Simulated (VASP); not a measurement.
## Al5Cl: relaxation of cell and atoms with PBE

Al5Cl:

```
CELL_PARAMETERS angstrom
3.00737 0.00000 0.00000
0.00000 3.00737 0.00000
0.00000 0.00000 11.74300
ATOMIC_POSITIONS crystal
Al 0.50000 0.50000 0.33719
Al 0.50000 0.50000 0.66281
Al 0.00000 0.00000 0.17837
Al 0.00000 0.00000 0.82163
Al 0.00000 0.00000 0.50000
Cl 0.50000 0.50000 0.00000
```

The cell was generated, and may not be a known phase.

```json
{"Program": "VASP 6.6.1", "Task": "relaxation of cell and atoms", "Functional": "PBE", "Potentials or basis": "VASP PAW PBE potentials, release 64 (Al, Cl)", "Cutoff": "600 eV", "k mesh": "12 × 12 × 4", "Occupations": "gaussian, width 0.1 eV", "Spin": "no spin polarisation", "Dipole correction": "no", "Further INCAR settings": "ALGO = Normal; EDIFF = 1e-06; IBRION = 2; EDIFFG = -0.01; NSW = 100; ISIF = 3"}
```

```
Pressure after relaxing : 0.0 GPa
```

Final structure:
```xyz
6
Lattice="3.0074 0.0000 0.0000 0.0000 3.0074 0.0000 0.0000 0.0000 11.7430" Properties=species:S:1:pos:R:3 pbc="T T T"
Al    1.5037    1.5037    3.9596
Al    1.5037    1.5037    7.7834
Al    0.0000    0.0000    2.0946
Al    0.0000    0.0000    9.6484
Al    0.0000    0.0000    5.8715
Cl    1.5037    1.5037    0.0000
```

Levels at points of the mesh, in eV from the Fermi level:
```
           k point  band 7  band 8  band 9  band 10  band 11  band 12  band 13  band 14  band 15
(0.00, 0.00, 0.00)   -2.50   -2.50   -2.28     2.12     2.99     4.35     4.35     4.60     5.05
(0.50, 0.00, 0.00)   -4.46   -3.79   -3.46    -2.34    -1.89    -0.44     1.87     1.95     1.99
(0.50, 0.50, 0.00)   -2.30   -2.30   -2.24    -2.01    -1.37    -0.50    -0.47    -0.33    -0.33
(0.00, 0.00, 0.50)   -2.50   -2.50   -0.15    -0.07     4.31     4.31     4.67     4.73     4.87
(0.50, 0.00, 0.50)   -5.31   -4.23   -2.80    -1.89    -1.35    -1.17    -0.05     3.35     3.77
(0.50, 0.50, 0.50)   -2.17   -2.03   -2.03    -1.91    -1.63    -0.85    -0.85    -0.85     0.44
```

Wall time 2.7 min on 1 thread of Intel Xeon 8259CL, on a shared host, peak memory 0.31 GiB.

Caveat: the highest band is partly filled, so the run has too few bands.
